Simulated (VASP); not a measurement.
Input of a VASP 6.6.1 run:

Contents of INCAR:

```
PREC = Accurate
ENCUT = 520
EDIFF = 1E-6
ISMEAR = 0
SIGMA = 0.1
LREAL = False
LASPH = True
NELM = 80
ALGO = Fast
ISIF = 2
LWAVE = False
LCHARG = True
GGA = PE
LELF = True
LVHAR = True
NBANDS = 26
```

File KPOINTS:

```
Automatic mesh
0
Gamma
  6 6 6
```

Contents of POSCAR:

```
CaSi2N3
1.0
    5.3175034300      0.0000000000      0.0000000000
   -2.6587517100      4.6050930500      0.0000000000
    0.0000000000      0.0000000000      3.2214362700
Ca Si N
1 2 3
Direct
    0.0000000000      0.0000000000      0.0000000000
    0.3333333300      0.6666666700      0.0000000000
    0.6666666700      0.3333333300      0.0000000000
    0.5000000000      0.0000000000      0.5000000000
    0.5000000000      0.5000000000      0.5000000000
    0.0000000000      0.5000000000      0.5000000000
```

Potentials or basis: VASP PAW PBE potentials, release 64 (Ca_sv, Si, N).

Launch:

```console
$ cat potpaw_PBE.64/Ca_sv/POTCAR potpaw_PBE.64/Si/POTCAR potpaw_PBE.64/N/POTCAR > POTCAR
$ mpirun -np 1 vasp_std > vasp.out
```

(1) What does it give for the pressure?

(2) What does it give for the band gap on the k mesh?

Answers

(1) -17.5 GPa.

(2) zero (an odd number of electrons rules out a gap without spin polarisation).

Caveat: the stress differs along the axes, from -59 to 3 GPa.
